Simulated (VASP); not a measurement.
Write the native input for VASP 6.6.1 that does the following.

| Property | Result |
| --- | --- |
| Task | single point |
| Functional | LDA |
| Potentials or basis | VASP PAW LDA potentials, release 64 (B, As) |
| Cutoff | 520 eV |
| k mesh | 12 × 12 × 12 |
| Occupations | fermi-dirac, width 0.2 eV |
| Spin | no spin polarisation |
| Dipole correction | no |
| Further INCAR settings | ALGO = Normal; EDIFF = 1e-06; NBANDS = 11 |

The structure of BAs lies in POSCAR:

```
BAs
1.0
    0.0000000000      2.5214610880      2.1432419248
    2.5214610880      0.0000000000      2.1432419248
    2.5214610880      2.5214610880      0.0000000000
B As
1 1
Direct
    0.0000000000      0.0000000000      0.0000000000
    0.7500000000      0.7500000000      0.7500000000
```

This cell differs from its parent crystal: ratio of the length along z to the lengths across it x 0.85, volume and fractional coordinates fixed.

One way to write it, as run:

INCAR

```
ALGO = Normal ; EDIFF = 1E-6
ENCUT = 520 ; ISIF = 2
ISMEAR = -1 ; LASPH = T
LCHARG = T ; LELF = T
LREAL = F ; LVHAR = T
LWAVE = F ; NBANDS = 11
NELM = 60 ; PREC = Accurate
SIGMA = 0.2
```

KPOINTS

```
k-points
0
Gamma
  12 12 12
```

Potentials or basis: VASP PAW LDA potentials, release 64 (B, As).

The run is started by

```bash
$ cat potpaw_LDA.64/B/POTCAR potpaw_LDA.64/As/POTCAR > POTCAR
$ mpirun -np 1 vasp_std > vasp.out
```

Results of the run:

The pressure is -3.7 GPa. The band gap on the k mesh is zero (band 4 reaches 7.04 eV, above the bottom of band 5 at 5.97 eV).

Wall time 44 s on 1 thread of Intel(R) Xeon(R) 6975P-C (Granite Rapids), on a shared host, peak memory 0.18 GiB.
